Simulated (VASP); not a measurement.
# F (Cmce) in VASP: notebook

Runs on F. Level: PBE. Tasks: single point.

All numbers are computed with VASP 6.6.1; they aren't measurements. Logs are shortened: lines on timing, memory, paths and dates and some standing lists are left out, and cuts for length are marked.

**1. The cell of the first run**

Symmetry: Cmce, No. 64, orthorhombic system. Conventional cell: a = 4.727 Å, b = 3.518 Å, c = 6.352 Å, α = 90.00°, β = 90.00°, γ = 90.00°. F (site symmetry m) has 1 F at 1.52 Å within 2.0 Å.

**2. Single point, PBE (Cl replaced by F, lengths x 0.735, strained)**

INCAR

```
SYSTEM = F
PREC     = Accurate       ! precision mode
ENCUT    = 520            ! plane-wave cutoff, eV
EDIFF    = 1E-6           ! SCF threshold, eV
ISMEAR   = 0              ! smearing method
SIGMA    = 0.1            ! smearing width, eV
LREAL    = .False.        ! projectors in reciprocal space
LASPH    = .True.         ! aspherical terms in the spheres
NELM     = 100            ! most SCF steps
ALGO     = Normal         ! electronic algorithm
ISIF     = 2              ! what is computed and relaxed
LWAVE    = .False.        ! write WAVECAR
LCHARG   = .False.        ! write CHGCAR
GGA      = PE             ! functional
NBANDS   = 22             ! bands
```

KPOINTS

```
Automatic mesh
0
Gamma
  6 6 4
  0 0 0
```

POSCAR

```
F
1.0
    2.3634917647     -1.7591082353      0.0000000000
    2.3634917647      1.7591082353      0.0000000000
    0.0000000000      0.0000000000      6.3518792647
F
4
Direct
    0.1253930950      0.8746069050      0.0973641246
    0.6253930950      0.3746069050      0.4026358754
    0.8746069050      0.1253930950      0.9026358754
    0.3746069050      0.6253930950      0.5973641246
```

Potentials or basis: VASP PAW PBE potentials, release 64 (F).

Started as:

```
> cat potpaw_PBE.64/F/POTCAR > POTCAR
> mpirun -np 1 vasp_std > vasp.out
```

OUTCAR:

```text
SYSTEM = F
   PREC = Accurate
   ENCUT = 520
   EDIFF = 1E-6
   ISMEAR = 0
   LREAL = .False.
   LASPH = .True.
   NELM = 100
   ISIF = 2
   GGA = PE

 ion  position               nearest neighbor table
   1  0.125  0.875  0.097-   3 1.52
   2  0.625  0.375  0.403-   4 1.52
   3  0.875  0.125  0.903-   1 1.52
   4  0.375  0.625  0.597-   2 1.52

  LATTYP: Found a base centered orthorhombic cell.
 ALAT       =     3.5182164706
 B/A-ratio  =     1.3435738161
 C/A-ratio  =     1.8054259361

  Lattice vectors:

 A1 = (  -2.3634917647,  -1.7591082353,   0.0000000000)
 A2 = (   2.3634917647,  -1.7591082353,   0.0000000000)
 A3 = (   0.0000000000,   0.0000000000,   6.3518792647)

Analysis of symmetry for initial positions (statically):
=====================================================================
 Subroutine PRICEL returns:
 Original cell was already a primitive cell.

 Routine SETGRP: Setting up the symmetry group for a
 base centered orthorhombic supercell.

 Subroutine GETGRP returns: Found  8 space group operations
 (whereof  4 operations were pure point group operations)
 out of a pool of  8 trial point group operations.

The static configuration has the point symmetry C_2h.
 The point group associated with its full space group is D_2h.

Analysis of symmetry for dynamics (positions and initial velocities):
=====================================================================
 Subroutine PRICEL returns:
 Original cell was already a primitive cell.

 Routine SETGRP: Setting up the symmetry group for a
 base centered orthorhombic supercell.

 Subroutine GETGRP returns: Found  8 space group operations
 (whereof  4 operations were pure point group operations)
 out of a pool of  8 trial point group operations.

The dynamic configuration has the point symmetry C_2h.
 The point group associated with its full space group is D_2h.

 Subroutine INISYM returns: Found  8 space group operations
 (whereof  4 operations are pure point group operations),
 and found     1 'primitive' translations

----------------------------------------------------------------------------------------

[... 90 lines left out ...]
   ISPIN  =      1    spin polarized calculation?
   LNONCOLLINEAR =      F non collinear calculations
   LSORBIT =      F    spin-orbit coupling
   LASPH  =      T    aspherical Exc in radial PAW
   ENCUT  =  520.0 eV  38.22 Ry    6.18 a.u.   5.48  5.48 11.81*2*pi/ulx,y,z
   NELM   =    100;   NELMIN=  2; NELMDL= -5     # of ELM steps
   EDIFF  = 0.1E-05   stopping-criterion for ELM
   LREAL  =      F    real-space projection
   EDIFFG = 0.1E-04   stopping-criterion for IOM
   NSW    =      0    number of steps for IOM
   IBRION =     -1    ionic relax: 0-MD 1-quasi-New 2-CG
   NFREE  =      0    steps in history (QN), initial steepest desc. (CG)
   ISIF   =      2    stress and relaxation
   ISYM   =      2    0-nonsym 1-usesym 2-fastsym
   POTIM  = 0.5000    time-step for ionic-motion
   TEBEG  =    0.0;   TEEND  =   0.0 temperature during run
   PSTRESS=    0.0 pullay stress
   NELECT =      28.0000    total number of electrons
   NUPDOWN=      -1.0000    fix difference up-down
   EMIN   =  10.00;   EMAX   =-10.00  energy-range for DOS
   EFERMI =   0.00;   METHOD = LEGACY
   ISMEAR =     0;   SIGMA  =   0.10  broadening in eV -4-tet -1-fermi 0-gaus
   EFERMI_NEDOS =   21; number of points for ismear=-14 and -15
   IALGO  =     38    algorithm
   IMIX   =      4    mixing-type and parameters
     AMIX     =   0.40;   BMIX     =  1.00
     AMIX_MAG =   1.60;   BMIX_MAG =  1.00
  volume/ion in A,a.u.               =      13.20        89.11
  Fermi-wavevector in a.u.,A,eV,Ry     =   1.324955  2.503802 23.885115  1.755506
  Thomas-Fermi vector in A             =   2.454452
   LORBIT       =      0    0 simple, 1 ext, 2 COOP (PROOUT), +10 PAW based schemes
   GGA     = PE    functional components
   LHFCALC =     F    Hartree Fock is set to
   AEXX    =    0.0000 exact exchange contribution
   IVDW    =     0    specifies the selected vdW correction
   LEPSILON=     F    determine dielectric tensor
   LRPA    =     F    only Hartree local field effects (RPA)
 non-spin polarized calculation
 Gauss-broadening in eV      SIGMA  =   0.10
  energy-cutoff  :      520.00
  volume of cell :       52.82
 maximum number of plane-waves:      1456
 NGX is ok and might be reduce to    24
   NGX = 11   NGY = 11   NGZ = 23

 number of electron      28.0000026 magnetization

 Free energy of the ion-electron system (eV)
  ---------------------------------------------------
  ext. energy  EPLUGINS =         0.00000000
  ---------------------------------------------------
  free energy    TOTEN  =        -6.95495525 eV

  energy without entropy =       -6.95495525  energy(sigma->0) =       -6.95495525

 E-fermi :  -4.1566     XC(G=0):  -8.6027

 val. band max:       -4.6440402579   @ k =   0.5000   0.5000   0.0000
 cond. band min:      -2.6768725832   @ k =   0.0000   0.0000   0.0000
 fundamental gap:      1.9671676747
 Fermi energy:        -4.1566435966

 k-point     1 :       0.0000    0.0000    0.0000
  band No.  band energies     occupation
      1     -28.2475      2.00000
      2     -27.9960      2.00000
      3     -23.6403      2.00000
      4     -23.1851      2.00000
      5     -10.3497      2.00000
      6      -9.6740      2.00000
[... 589 lines left out ...]
     21      13.9186      0.00000
     22      15.2944      0.00000

 [... further k-points ...]

------------------------ aborting loop because EDIFF is reached ----------------------------------------

  FORCE on cell =-STRESS in cart. coord.  units (eV):
  Direction    XX          YY          ZZ          XY          YZ          ZX
  --------------------------------------------------------------------------------------
  -------------------------------------------------------------------------------------
  Total        1.1004770     -1.8028933     -4.1251548      0.0000000      0.0000000      0.0000000
  in kB       33.3820236    -54.6892204   -125.1330256      0.0000000      0.0000000      0.0000000
  external PRESSURE =     -48.8134075 kB  Pullay stress =       0.0000000 kB

 VOLUME and BASIS-vectors are now :
 -----------------------------------------------------------------------------
  energy-cutoff  :      520.00
  volume of cell :       52.82
      direct lattice vectors                 reciprocal lattice vectors
     2.363491765 -1.759108235  0.000000000     0.211551404 -0.284234927  0.000000000
     2.363491765  1.759108235  0.000000000     0.211551404  0.284234927  0.000000000
     0.000000000  0.000000000  6.351879265     0.000000000  0.000000000  0.157433723

 POSITION                                       TOTAL-FORCE (eV/Angst)
 -----------------------------------------------------------------------------------
      2.36349      1.31795      0.61845         0.000000      1.346964     -1.669101
      2.36349     -0.44116      2.55749         0.000000      1.346964      1.669101
      2.36349     -1.31795      5.73343         0.000000     -1.346964      1.669101
      2.36349      0.44116      3.79438         0.000000     -1.346964     -1.669101
 -----------------------------------------------------------------------------------
    total drift:                                0.000000     -0.000000      0.000000

  FREE ENERGIE OF THE ION-ELECTRON SYSTEM (eV)
  ---------------------------------------------------
  free  energy   TOTEN  =        -6.9549552529 eV

  energy  without entropy=       -6.9549552529  energy(sigma->0) =       -6.95495525
```

OSZICAR:

```text
N       E                     dE             d eps       ncg     rms          rms(c)
DAV:   1     0.165025230702E+03    0.16503E+03   -0.16643E+04  1716   0.123E+03
DAV:   2    -0.120056797965E+01   -0.16623E+03   -0.16095E+03  2242   0.292E+02
DAV:   3    -0.841033066220E+01   -0.72098E+01   -0.71690E+01  2034   0.569E+01
DAV:   4    -0.844981294844E+01   -0.39482E-01   -0.39481E-01  1788   0.487E+00
DAV:   5    -0.845000123270E+01   -0.18828E-03   -0.18828E-03  1986   0.319E-01    0.110E+01
DAV:   6    -0.734744220237E+01    0.11026E+01   -0.33643E-01  1746   0.569E+00    0.625E+00
DAV:   7    -0.695634204158E+01    0.39110E+00   -0.50848E-01  1716   0.644E+00    0.549E-01
DAV:   8    -0.695477714336E+01    0.15649E-02   -0.52630E-02  1860   0.169E+00    0.905E-02
DAV:   9    -0.695488911751E+01   -0.11197E-03   -0.59905E-04  1884   0.190E-01    0.496E-02
DAV:  10    -0.695495330015E+01   -0.64183E-04   -0.61985E-05  1812   0.736E-02    0.138E-02
DAV:  11    -0.695495520104E+01   -0.19009E-05   -0.85188E-06  1872   0.273E-02    0.249E-03
DAV:  12    -0.695495525286E+01   -0.51817E-07   -0.28533E-07  1062   0.440E-03
   1 F= -.69549553E+01 E0= -.69549553E+01  d E =-.921805E-13
```

It took 12 s on 1 thread of Intel Xeon 6975P-C (Granite Rapids), shared host; peak memory 0.17 GiB.

Results:

| Property | Result |
| --- | --- |
| Free energy | -6.9550 eV |
| Pressure | -4.9 GPa |
| Largest force | 2.145 eV/Å |
| Band gap on the k mesh | 1.97 eV, indirect (least direct gap 2.00 eV) |

Forces on the atoms (eV/Å):
```
F    0.000  1.347 -1.669
F    0.000  1.347  1.669
F    0.000 -1.347  1.669
F    0.000 -1.347 -1.669
```

Stress tensor (GPa, compression positive):
```
  3.34   0.00   0.00
  0.00  -5.47   0.00
  0.00   0.00 -12.51
```

Caveat: the cell differs from its parent crystal (Cl replaced by F, lengths x 0.735, strained); forces of over 1 eV/Å act on the atoms, so gaps and moduli don't describe the material at rest. A k mesh can miss the band edges.

**3. Single point, PBE (Cl replaced by F, lengths x 0.735, strained)**

INCAR

```
PREC     = Accurate       # precision mode
ENCUT    = 520            # plane-wave cutoff, eV
EDIFF    = 1E-6           # SCF threshold, eV
ISMEAR   = 0              # smearing method
SIGMA    = 0.02           # smearing width, eV
LREAL    = F              # projectors in reciprocal space
LASPH    = T              # aspherical terms in the spheres
NELM     = 80             # most SCF steps
ALGO     = Normal         # electronic algorithm
ISIF     = 2              # what is computed and relaxed
LWAVE    = F              # write WAVECAR
LCHARG   = F              # write CHGCAR
GGA      = PE             # functional
NBANDS   = 22             # bands
```

KPOINTS

```
regular mesh
0
Gamma
  10 10 4
```

POSCAR is that of step 2.

Potentials or basis: VASP PAW PBE potentials, release 64 (F).

Started as:

```
> cat potpaw_PBE.64/F/POTCAR > POTCAR
> mpirun -np 1 vasp_std > vasp.out
```

Run time: 28 s. Hardware: 1 thread of Intel Xeon 6975P-C (Granite Rapids), shared host; peak memory 0.2 GiB.

It converged, with:

| Item | Value |
| --- | --- |
| Free energy | -6.9549 eV |
| Pressure | -4.9 GPa |
| Largest force | 2.145 eV/Å |
| Band gap on the k mesh | 1.97 eV, indirect (least direct gap 2.00 eV) |

Forces on the atoms (eV/Å):
```
F    0.000  1.347 -1.669
F    0.000  1.347  1.669
F    0.000 -1.347  1.669
F    0.000 -1.347 -1.669
```

Stress tensor (GPa, compression positive):
```
  3.33   0.00   0.00
  0.00  -5.47   0.00
  0.00   0.00 -12.51
```

Levels at points of the mesh, in eV from the valence-band top:
| k point | band 10 | band 11 | band 12 | band 13 | band 14 | band 15 | band 16 | band 17 | band 18 | band 19 |
| --- | --- | --- | --- | --- | --- | --- | --- | --- | --- | --- |
| (0.00, 0.00, 0.00) | -1.98 | -0.53 | -0.31 | -0.14 | -0.04 | 1.97 | 2.59 | 10.57 | 13.83 | 14.35 |
| (0.50, 0.00, 0.00) | -2.27 | -0.38 | -0.38 | -0.10 | -0.10 | 2.35 | 2.35 | 15.26 | 15.26 | 17.02 |
| (0.50, 0.50, 0.00) | -2.71 | -0.73 | -0.68 | -0.26 | 0.00 | 2.17 | 2.41 | 16.21 | 16.64 | 17.35 |
| (0.00, 0.00, 0.50) | -2.00 | -0.47 | -0.47 | -0.09 | -0.09 | 2.25 | 2.25 | 11.63 | 11.63 | 17.24 |
| (0.50, 0.00, 0.50) | -2.27 | -0.34 | -0.34 | -0.01 | -0.01 | 2.31 | 2.31 | 15.60 | 15.60 | 15.95 |
| (0.50, 0.50, 0.50) | -2.70 | -0.51 | -0.51 | -0.33 | -0.33 | 2.28 | 2.28 | 16.80 | 16.80 | 16.91 |

Caveat: the cell differs from its parent crystal (Cl replaced by F, lengths x 0.735, strained); forces of over 1 eV/Å act on the atoms, so gaps and moduli don't describe the material at rest.
